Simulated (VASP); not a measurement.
The system is Ni.

```
Ni
1.0
    -1.38372    1.38372    1.38372
     1.38372   -1.38372    1.38372
     1.38372    1.38372   -1.38372
Ni
1
Direct
  0.00000 0.00000 0.00000
```

This isn't the form of Ni at room conditions, which is fcc.

Base run:

* Program: VASP 6.6.1
* Functional: PBE
* Potentials or basis: VASP PAW PBE potentials, release 64 (Ni_sv_GW)
* Cutoff: 690 eV
* k mesh: 11 × 11 × 11
* Occupations: fermi-dirac, width 0.05 eV
* Spin: collinear spin, ferromagnetic start
* Starting moments: [1.2] μB
* Fixed moment: 1.2 μB

Its results: pressure 14.5 GPa; site moments Ni +1.17 μB.

**Question.** The run is repeated on the same cell with these changes: fixed moment from 1.2 μB to 1.5 μB; moments at the start from [1.2] to [1.5]. What comes out?

**Answer.** Pressure 20.7 GPa; site moments Ni +1.41 μB.

Caveats: the cell stands under pressure; the total moment is fixed, so each spin has its own Fermi level and the state may be an excited one.
